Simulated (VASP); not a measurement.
# GaN (Cm) in VASP: further runs, part 2 of 2

VASP 6.6.1. Earlier steps stand in the parts before.

### Step 3. Single point, r2SCAN (atom 3 (N) moved by (+0.200, -0.200) A along y and z)

File POSCAR:

```
GaN
1.0
    3.1830984299      0.0000000000      0.0000000000
   -1.5915492150      2.7566441030      0.0000000000
    0.0000000000      0.0000000000      5.1835962425
Ga N
2 2
Direct
    0.3333333333      0.6666666667      0.9991101046
    0.6666666667      0.3333333333      0.4991101046
    0.3696093255      0.7392186511      0.3373066434
    0.6666666667      0.3333333333      0.8758898954
```

File INCAR.step1:

```
ALGO = Normal
EDIFF = 1E-4
ENCUT = 520
GGA = PE
ISMEAR = 0
LASPH = True
LCHARG = False
LREAL = False
LWAVE = True
NBANDS = 26
NELM = 60
PREC = Accurate
SIGMA = 0.05
```

File INCAR.step2:

```
ALGO = Normal
EDIFF = 1E-6
ENCUT = 520
ISIF = 2
ISMEAR = 0
ISTART = 1
LASPH = True
LCHARG = False
LMIXTAU = True
LREAL = False
LWAVE = False
METAGGA = R2SCAN
NBANDS = 26
NELM = 60
PREC = Accurate
SIGMA = 0.05
```

File KPOINTS:

```
k-points
0
Gamma
  12 12 6
```

Potentials or basis: VASP PAW PBE potentials, release 64 (Ga_d, N).

Started as:

```bash
cat potpaw_PBE.64/Ga_d/POTCAR potpaw_PBE.64/N/POTCAR > POTCAR
cp INCAR.step1 INCAR
mpirun -np 1 vasp_std > vasp.out
cp INCAR.step2 INCAR
mpirun -np 1 vasp_std > vasp.out
```

OUTCAR:

```text
EDIFF = 1E-6
   ENCUT = 520
   ISIF = 2
   ISMEAR = 0
   ISTART = 1
   LASPH = True
   LREAL = False
   METAGGA = R2SCAN
   NELM = 60
   PREC = Accurate

 ion  position               nearest neighbor table
   1  0.333  0.667  0.999-   3 1.76   4 1.95   4 1.95   4 1.95
   2  0.667  0.333  0.499-   3 1.84   4 1.95   3 2.12   3 2.12
   3  0.370  0.739  0.337-   1 1.76   2 1.84   2 2.12   2 2.12
   4  0.667  0.333  0.876-   1 1.95   1 1.95   1 1.95   2 1.95

  LATTYP: Found a hexagonal cell.
 ALAT       =     3.1830984299
 C/A-ratio  =     1.6284750084

  Lattice vectors:

 A1 = (   3.1830984299,   0.0000000000,   0.0000000000)
 A2 = (  -1.5915492150,   2.7566441030,   0.0000000000)
 A3 = (   0.0000000000,   0.0000000000,   5.1835962425)

Analysis of symmetry for initial positions (statically):
=====================================================================
 Subroutine PRICEL returns:
 Original cell was already a primitive cell.

 Routine SETGRP: Setting up the symmetry group for a
 hexagonal supercell.

 Subroutine GETGRP returns: Found  2 space group operations
 (whereof  2 operations were pure point group operations)
 out of a pool of 24 trial point group operations.

The static configuration has the point symmetry C_1h.

Analysis of symmetry for dynamics (positions and initial velocities):
=====================================================================
 Subroutine PRICEL returns:
 Original cell was already a primitive cell.

 Routine SETGRP: Setting up the symmetry group for a
 hexagonal supercell.

 Subroutine GETGRP returns: Found  2 space group operations
 (whereof  2 operations were pure point group operations)
 out of a pool of 24 trial point group operations.

The dynamic configuration has the point symmetry C_1h.

 Subroutine INISYM returns: Found  2 space group operations
 (whereof  2 operations are pure point group operations),
 and found     1 'primitive' translations

----------------------------------------------------------------------------------------

                                     Primitive cell

  volume of cell :      45.4843

  direct lattice vectors                    reciprocal lattice vectors
     3.183098430  0.000000000  0.000000000     0.314159308  0.181379961  0.000000000
    -1.591549215  2.756644103  0.000000000     0.000000000  0.362759922  0.000000000
     0.000000000  0.000000000  5.183596243     0.000000000  0.000000000  0.192916260

  length of vectors
     3.183098430  3.183098430  5.183596243     0.362759922  0.362759922  0.192916260

  position of ions in fractional coordinates (direct lattice)
     0.333333333  0.666666667  0.999110105
     0.666666667  0.333333333  0.499110105
     0.369609326  0.739218651  0.337306643
     0.666666667  0.333333333  0.875889895

  ion indices of the primitive-cell ions
   primitive index   ion index
                 1           1
                 2           2
                 3           3
                 4           4

----------------------------------------------------------------------------------------

 KPOINTS: k-points

Automatic generation of k-mesh.
 Grid dimensions read from file:
 generate k-points for:   12   12    6

 Generating k-lattice:

  Cartesian coordinates                     Fractional coordinates (reciprocal lattice)
     0.026179942  0.015114997  0.000000000     0.083333333  0.000000000  0.000000000
     0.000000000  0.030229994  0.000000000     0.000000000  0.083333333  0.000000000
     0.000000000  0.000000000  0.032152710     0.000000000  0.000000000  0.166666667

  Length of vectors
     0.030229994  0.030229994  0.032152710

  Shift w.r.t. Gamma in fractional coordinates (k-lattice)
     0.000000000  0.000000000  0.000000000

 Subroutine IBZKPT returns following result:
 ===========================================

 Found    242 irreducible k-points:

 Following reciprocal coordinates:
            Coordinates               Weight
  0.000000  0.000000  0.000000      1.000000
  0.083333  0.000000  0.000000      4.000000
  0.000000  0.083333  0.000000      2.000000
  0.166667  0.000000  0.000000      4.000000
  0.000000  0.166667  0.000000      2.000000
  0.250000  0.000000  0.000000      4.000000
[... 16 lines left out ...]
 -0.083333  0.416667  0.000000      4.000000
 -0.416667  0.333333  0.000000      4.000000
 [... further k-points ...]
   k-points           NKPTS =    242   k-points in BZ     NKDIM =    242   number of bands    NBANDS=     26
   number of dos      NEDOS =    301   number of ions     NIONS =      4
   total plane-waves  NPLWV =  23040
   dimension x,y,z NGX =    24 NGY =   24 NGZ =   40
   dimension x,y,z NGXF=    48 NGYF=   48 NGZF=   80
   ions per type =               2   2
   NGX,Y,Z   is equivalent  to a cutoff of  12.53, 12.53, 12.83 a.u.
   NGXF,Y,Z  is equivalent  to a cutoff of  25.07, 25.07, 25.66 a.u.
 SYSTEM =  unknown system
   PREC   = accura    normal or accurate (medium, high low for compatibility)
   ISTART =      1    job   : 0-new  1-cont  2-samecut
   ICHARG =      0    charge: 1-file 2-atom 10-const
   ISPIN  =      1    spin polarized calculation?
   LNONCOLLINEAR =      F non collinear calculations
   LSORBIT =      F    spin-orbit coupling
   LASPH  =      T    aspherical Exc in radial PAW
   ENCUT  =  520.0 eV  38.22 Ry    6.18 a.u.   5.92  5.92  9.64*2*pi/ulx,y,z
   NELM   =     60;   NELMIN=  2; NELMDL=  0     # of ELM steps
   EDIFF  = 0.1E-05   stopping-criterion for ELM
   LREAL  =      F    real-space projection
   EDIFFG = 0.1E-04   stopping-criterion for IOM
   NSW    =      0    number of steps for IOM
   IBRION =     -1    ionic relax: 0-MD 1-quasi-New 2-CG
   NFREE  =      0    steps in history (QN), initial steepest desc. (CG)
   ISIF   =      2    stress and relaxation
   ISYM   =      2    0-nonsym 1-usesym 2-fastsym
   POTIM  = 0.5000    time-step for ionic-motion
   TEBEG  =    0.0;   TEEND  =   0.0 temperature during run
   PSTRESS=    0.0 pullay stress
   NELECT =      36.0000    total number of electrons
   NUPDOWN=      -1.0000    fix difference up-down
   EMIN   =  10.00;   EMAX   =-10.00  energy-range for DOS
   EFERMI =   0.00;   METHOD = LEGACY
   ISMEAR =     0;   SIGMA  =   0.05  broadening in eV -4-tet -1-fermi 0-gaus
   EFERMI_NEDOS =   21; number of points for ismear=-14 and -15
   IALGO  =     38    algorithm
   IMIX   =      4    mixing-type and parameters
     AMIX     =   0.40;   BMIX     =  1.00
     AMIX_MAG =   1.60;   BMIX_MAG =  1.00
  volume/ion in A,a.u.               =      11.37        76.74
  Fermi-wavevector in a.u.,A,eV,Ry     =   1.514334  2.861676 31.200984  2.293208
  Thomas-Fermi vector in A             =   2.624005
   LORBIT       =      0    0 simple, 1 ext, 2 COOP (PROOUT), +10 PAW based schemes
   METAGGA = R2SCAN    functional components
   LHFCALC =     F    Hartree Fock is set to
   AEXX    =    0.0000 exact exchange contribution
   IVDW    =     0    specifies the selected vdW correction
   LEPSILON=     F    determine dielectric tensor
   LRPA    =     F    only Hartree local field effects (RPA)
 non-spin polarized calculation
 Gauss-broadening in eV      SIGMA  =   0.05
  energy-cutoff  :      520.00
  volume of cell :       45.48
 maximum number of plane-waves:      1248
   NGX = 11   NGY = 11   NGZ = 19

 number of electron      35.9999991 magnetization

 Free energy of the ion-electron system (eV)
  ---------------------------------------------------
  ext. energy  EPLUGINS =         0.00000000
  ---------------------------------------------------
  free energy    TOTEN  =       -43.15165279 eV

  energy without entropy =      -43.15165279  energy(sigma->0) =      -43.15165279

 E-fermi :   5.4739     XC(G=0): -12.6625

 val. band max:        5.2809192596   @ k =   0.0000   0.0000   0.0000
 cond. band min:       7.3322142057   @ k =   0.0000   0.0000   0.0000
 fundamental gap:      2.0512949461
 Fermi energy:         5.4739244044

 k-point     1 :       0.0000    0.0000    0.0000
  band No.  band energies     occupation
      1     -11.8302      2.00000
      2     -10.7436      2.00000
      3      -8.9068      2.00000
      4      -8.8291      2.00000
      5      -8.8066      2.00000
      6      -8.6531      2.00000
[... 685 lines left out ...]
     25      17.8288      0.00000
     26      19.7588      0.00000

 [... further k-points ...]

------------------------ aborting loop because EDIFF is reached ----------------------------------------

  FORCE on cell =-STRESS in cart. coord.  units (eV):
  Direction    XX          YY          ZZ          XY          YZ          ZX
  --------------------------------------------------------------------------------------
  -------------------------------------------------------------------------------------
  Total       -1.1687549      1.5815932      4.5555816     -0.0000000      1.7707795     -0.0000000
  in kB      -41.1691671     55.7113189    160.4694919     -0.0000000     62.3753702     -0.0000000
  external PRESSURE =      58.3372146 kB  Pullay stress =       0.0000000 kB

 VOLUME and BASIS-vectors are now :
 -----------------------------------------------------------------------------
  energy-cutoff  :      520.00
  volume of cell :       45.48
      direct lattice vectors                 reciprocal lattice vectors
     3.183098430  0.000000000  0.000000000     0.314159308  0.181379961  0.000000000
    -1.591549215  2.756644103  0.000000000     0.000000000  0.362759922  0.000000000
     0.000000000  0.000000000  5.183596243     0.000000000  0.000000000  0.192916260

 POSITION                                       TOTAL-FORCE (eV/Angst)
 -----------------------------------------------------------------------------------
     -0.00000      1.83776      5.17898         0.000000     -0.121515     -2.654824
      1.59155      0.91888      2.58719        -0.000000      2.099228     -0.557057
     -0.00000      2.03776      1.74846         0.000000     -2.162954      4.513935
      1.59155      0.91888      4.54026        -0.000000      0.185241     -1.302055
 -----------------------------------------------------------------------------------
    total drift:                               -0.000006      0.006730      0.019838

  FREE ENERGIE OF THE ION-ELECTRON SYSTEM (eV)
  ---------------------------------------------------
  free  energy   TOTEN  =       -43.1516527906 eV

  energy  without entropy=      -43.1516527906  energy(sigma->0) =      -43.15165279
```

Wall time 17 min (1 thread of Oxide Virtual Turin-like, shared host); peak memory 0.31 GiB.

Results:

```
Free energy            : -43.1517 eV
Pressure               : 5.8 GPa
Largest force          : 5.005 eV/Å
Band gap on the k mesh : 2.05 eV
```

Forces in eV/Å, atoms in the order of the input:
```
Ga   0.000 -0.122 -2.655
Ga   0.000  2.099 -0.557
N    0.000 -2.163  4.514
N    0.000  0.185 -1.302
```

Stress tensor (GPa, compression positive):
```
-4.12  0.00  0.00
 0.00  5.57  6.24
 0.00  6.24 16.05
```

Caveat: the cell differs from its parent crystal (atom 3 (N) moved by (+0.200, -0.200) A along y and z); the stress differs along the axes, from -4 to 16 GPa; the PAW data sets were made with another functional, which shifts forces and pressure a little.
